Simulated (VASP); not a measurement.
A run of VASP 6.6.1:

INCAR

```
  PREC = Accurate
  ENCUT = 520
  EDIFF = 1E-6
  ISMEAR = -1
  SIGMA = 0.02
  LREAL = False
  LASPH = True
  NELM = 60
  ALGO = Normal
  ISIF = 2
  LWAVE = False
  LCHARG = True
  GGA = PS
  LELF = True
  LVHAR = True
  NBANDS = 11
```

The input KPOINTS:

```
Automatic mesh
0
Gamma
  6 6 6
```

File POSCAR:

```
Si
1.0
    0.0000000000      2.7135600000      2.7135600000
    2.7135600000      0.0000000000      2.7135600000
    2.7135600000      2.7135600000      0.0000000000
Si
2
Direct
    0.7500000000      0.7500000000      0.7500000000
    0.5184259792      0.4815740208      0.5184259792
```

Potentials or basis: VASP PAW PBE potentials, release 64 (Si).

The run is started by

```bash
$ cat potpaw_PBE.64/Si/POTCAR > POTCAR
$ mpirun -np 1 vasp_std > vasp.out
```

Hardware: 1 thread of AMD EPYC 7R13, with other jobs on the host.

Problem. How long does it take, and how much memory?

Solution. It took 29 s on 1 thread of AMD EPYC 7R13, on a shared host, peak memory 0.13 GiB. Counts: scf iterations 11, k points 46.
